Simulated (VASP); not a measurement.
# HC18O in VASP: further runs, part 2 of 2

VASP 6.6.1.

**3. Single point, PBEsol, collinear spin, zero start**

Contents of INCAR:

```
PREC     = Accurate       # precision mode
ENCUT    = 520            # plane-wave cutoff, eV
EDIFF    = 1E-6           # SCF threshold, eV
ISMEAR   = 0              # smearing method
SIGMA    = 0.02           # smearing width, eV
LREAL    = Auto         
LASPH    = True           # aspherical terms in the spheres
NELM     = 150            # most SCF steps
ALGO     = Normal         # electronic algorithm
ISIF     = 2              # what is computed and relaxed
LWAVE    = False          # write WAVECAR
LCHARG   = True           # write CHGCAR
ISPIN    = 2              # spin polarisation
MAGMOM   = 0 0 0 0 0 0 0 0 0 0 0 0 0 0 0 0 0 0 0 0 # initial moments
LORBIT   = 11             # projections on sites
GGA      = PS             # functional
LELF     = True           # ELF
LVHAR    = True         
NBANDS   = 60             # bands
```

Contents of KPOINTS:

```
regular mesh
0
Gamma
  2 2 1
```

Contents of POSCAR:

```
HC18O
1.0
    7.3980000000      0.0000000000      0.0000000000
   -3.6990000000      6.4068560000      0.0000000000
    0.0000000000      0.0000000000     11.0000000000
C O H
18 1 1
Direct
    0.0018563128      0.0036826175      0.0795690000
    0.2255539251      0.1137209889      0.0820870000
    0.0033143946      0.3366804248      0.0821781818
    0.2239016924      0.4438128467      0.0884544545
    0.0008944726      0.6700536113      0.1114027273
    0.2287049404      0.7856923895      0.0991096364
    0.3369137457      0.0032203003      0.0849070000
    0.5591138052      0.1137885727      0.0810257273
    0.3362618613      0.3356732226      0.0834942727
    0.5587467043      0.4462068447      0.0836270909
    0.3379464427      0.6692716365      0.1210459091
    0.5619237634      0.7824766157      0.0856277273
    0.6703461143      0.0026051780      0.0802231818
    0.8909105699      0.1139025132      0.0772157273
    0.6698009511      0.3355162033      0.0825098182
    0.8901816039      0.4427227645      0.0873180909
    0.6692646375      0.6709737194      0.0814478182
    0.8888077376      0.7842707874      0.0821884545
    0.3233103798      0.6867613382      0.2461960000
   -0.0234389521      0.6732778136      0.2121904545
```

Potentials or basis: VASP PAW PBE potentials, release 64 (C, O, H).

Started as:

```
$ cat potpaw_PBE.64/C/POTCAR potpaw_PBE.64/O/POTCAR potpaw_PBE.64/H/POTCAR > POTCAR
$ mpirun -np 1 vasp_std > vasp.out
```

Run time: 8.1 min. Hardware: 1 thread of AMD EPYC 9R45 (Zen 5), shared host; peak memory 0.79 GiB.

It converged, with:

```yaml
Free_energy: -179.4182 eV
Largest_force: 0.570 eV/Å
Net_moment: 0.00 μB per cell
Valence_electrons_inside_the_program's_atomic_spheres: C 2.66, 2.62, 2.65, 2.58, 2.64, 2.63, 2.60, 2.61 (each value once); O 4.95; H 0.62
```

Forces on the atoms (eV/Å):
```
C   -0.066 -0.084 -0.041
C    0.055 -0.053  0.019
C    0.005  0.017 -0.033
C   -0.014 -0.009 -0.089
C   -0.531  0.014  0.207
C    0.149 -0.138  0.317
C    0.021  0.325  0.012
C   -0.071 -0.046 -0.047
C    0.024  0.069 -0.014
C   -0.051 -0.016  0.051
C    0.347 -0.159 -0.325
C    0.018  0.042 -0.093
C    0.023 -0.058 -0.003
C    0.002  0.003 -0.039
C   -0.015  0.032 -0.024
C    0.008 -0.068 -0.106
C    0.076  0.039 -0.041
C    0.048 -0.032 -0.073
O   -0.425  0.250  0.109
H    0.398 -0.129  0.212
```

Levels at points of the mesh, in eV from the Fermi level:
Spin up:
| k point | band 37 | band 38 | band 39 | band 40 | band 41 | band 42 |
| --- | --- | --- | --- | --- | --- | --- |
| (0.00, 0.00, 0.00) | -1.60 | -1.09 | -0.89 | 0.23 | 0.51 | 1.84 |
| (0.50, 0.00, 0.00) | -2.34 | -1.07 | -1.05 | 0.00 | 0.50 | 2.16 |
| (0.00, 0.50, 0.00) | -2.40 | -1.29 | -1.05 | 0.00 | 0.72 | 2.25 |
| (0.50, 0.50, 0.00) | -2.42 | -1.24 | -0.92 | -0.13 | 0.92 | 2.10 |
Spin down:
| k point | band 37 | band 38 | band 39 | band 40 | band 41 | band 42 |
| --- | --- | --- | --- | --- | --- | --- |
| (0.00, 0.00, 0.00) | -1.60 | -1.09 | -0.89 | 0.23 | 0.51 | 1.84 |
| (0.50, 0.00, 0.00) | -2.34 | -1.07 | -1.05 | 0.00 | 0.50 | 2.16 |
| (0.00, 0.50, 0.00) | -2.40 | -1.29 | -1.05 | 0.00 | 0.72 | 2.25 |
| (0.50, 0.50, 0.00) | -2.42 | -1.24 | -0.92 | -0.13 | 0.92 | 2.10 |

Caveat: the k points lie up to 0.49 Å⁻¹ apart; the PAW data sets were made with another functional, which shifts forces and pressure a little.

**4. Single point, PBEsol, collinear spin, zero start**

Contents of INCAR:

```
PREC = Accurate ; ENCUT = 520
EDIFF = 1E-7 ; ISMEAR = 0
SIGMA = 0.02 ; LREAL = Auto
LASPH = T ; NELM = 150
ALGO = Normal ; ISIF = 2
LWAVE = F ; LCHARG = T
ISPIN = 2 ; MAGMOM = 0 0 0 0 0 0 0 0 0 0 0 0 0 0 0 0 0 0 0 0
LORBIT = 11 ; GGA = PS
LELF = T ; LVHAR = T
NBANDS = 60
```

Contents of KPOINTS:

```
Automatic mesh
0
Gamma
  2 2 1
```

Contents of POSCAR:

```
HC18O
1.0
    7.3980000000      0.0000000000      0.0000000000
   -3.6990000000      6.4068560000      0.0000000000
    0.0000000000      0.0000000000     11.0000000000
C O H
18 1 1
Direct
    0.0024998669      0.0046431510      0.0837442727
    0.2233008731      0.1130599782      0.0810280000
    0.0012218124      0.3352327569      0.0881736364
    0.2232105585      0.4428260913      0.0914480000
    0.0035984790      0.6688060415      0.0849021818
    0.2260447428      0.7838699668      0.0860305455
    0.3337081005      0.0017384502      0.0811214545
    0.5576718909      0.1136154769      0.0848136364
    0.3334780154      0.3354877962      0.0844250000
    0.5566505682      0.4466341994      0.0839986364
    0.3348208635      0.6693008240      0.1238913636
    0.5604564513      0.7810637542      0.0930430909
    0.6680510912      0.0037420850      0.0884003636
    0.8903959563      0.1142271654      0.0858456364
    0.6683556933      0.3356927329      0.0841555455
    0.8888715760      0.4436185237      0.0869578182
    0.6656571984      0.6688280492      0.0859240000
    0.8897833659      0.7816873050      0.0855821818
    0.3377638974      0.6751144399      0.2489869091
   -0.0402353505      0.7287071849      0.1802550909
```

Started as:

```
$ cat potpaw_PBE.64/C/POTCAR potpaw_PBE.64/O/POTCAR potpaw_PBE.64/H/POTCAR > POTCAR
$ mpirun -np 1 vasp_std > vasp.out
```

It took 7.8 min on 1 thread of AMD EPYC 9R45 (Zen 5), shared host; peak memory 0.79 GiB.

The run converged. Its results:

- Free energy: -178.6401 eV
- Largest force: 0.987 eV/Å
- Net moment: 0.00 μB per cell
- Valence electrons inside the program's atomic spheres: C 2.65, 2.64, 2.62, 2.63, 2.66, 2.59 (each value once); O 4.96; H 0.58

Forces on the atoms (eV/Å):
```
C   -0.030  0.085  0.036
C    0.008  0.077 -0.026
C    0.141  0.109 -0.112
C   -0.305  0.202  0.050
C    0.278 -0.087  0.165
C    0.138  0.010 -0.071
C    0.147 -0.023  0.038
C   -0.090  0.014  0.010
C    0.196 -0.098 -0.031
C    0.000 -0.122 -0.016
C    0.025 -0.026 -0.406
C   -0.101  0.095 -0.081
C    0.249 -0.062 -0.037
C   -0.162 -0.195  0.015
C   -0.019 -0.070  0.016
C    0.048 -0.091 -0.112
C    0.057  0.129  0.092
C   -0.677  0.244 -0.676
O   -0.013 -0.020  0.299
H    0.109 -0.170  0.844
```

Levels at points of the mesh, in eV from the Fermi level:
Spin up:
```tsv
k point	band 36	band 37	band 38	band 39	band 40	band 41	band 42	band 43
(0.00, 0.00, 0.00)	-2.10	-0.89	-0.67	-0.33	0.24	0.52	1.98	3.43
(0.50, 0.00, 0.00)	-2.40	-2.28	-0.55	-0.51	-0.05	1.80	2.03	2.52
(0.00, 0.50, 0.00)	-2.39	-2.35	-0.65	-0.53	-0.04	1.76	1.85	2.70
(0.50, 0.50, 0.00)	-2.53	-2.28	-0.71	-0.50	0.04	1.35	2.47	2.55
```
Spin down:
```tsv
k point	band 35	band 36	band 37	band 38	band 39	band 40	band 41	band 42	band 43	band 44
(0.00, 0.00, 0.00)	-2.90	-2.10	-0.89	-0.67	-0.33	0.24	0.52	1.98	3.43	4.27
(0.50, 0.00, 0.00)	-2.56	-2.40	-2.28	-0.55	-0.51	-0.05	1.80	2.03	2.52	3.00
(0.00, 0.50, 0.00)	-2.70	-2.39	-2.35	-0.65	-0.53	-0.04	1.76	1.85	2.70	3.06
(0.50, 0.50, 0.00)	-2.72	-2.53	-2.28	-0.71	-0.50	0.04	1.35	2.47	2.55	2.84
```

Caveat: the k points lie up to 0.49 Å⁻¹ apart; the PAW data sets were made with another functional, which shifts forces and pressure a little.

**5. The runs side by side**

```csv
cell,gap on the mesh (eV),moment (μB),largest force (eV/Å)
"as given, atomic positions A",none,0.00,0.46
"as given, atomic positions B",none,0.00,0.57
"as given, atomic positions C",none,0.00,0.99
```

Alike in all rows: task single point; level PBEsol; potentials or basis VASP PAW PBE potentials, release 64 (C, O, H); spin collinear, zero start; k mesh 2 × 2 × 1; cutoff (eV) 520; smearing gaussian 0.02 eV.

Caveats: all runs use coarse meshes; the PAW data sets were made with another functional, which shifts forces and pressure a little.

Total energies depend on the potentials used, so only differences within one code and one set of settings carry meaning.
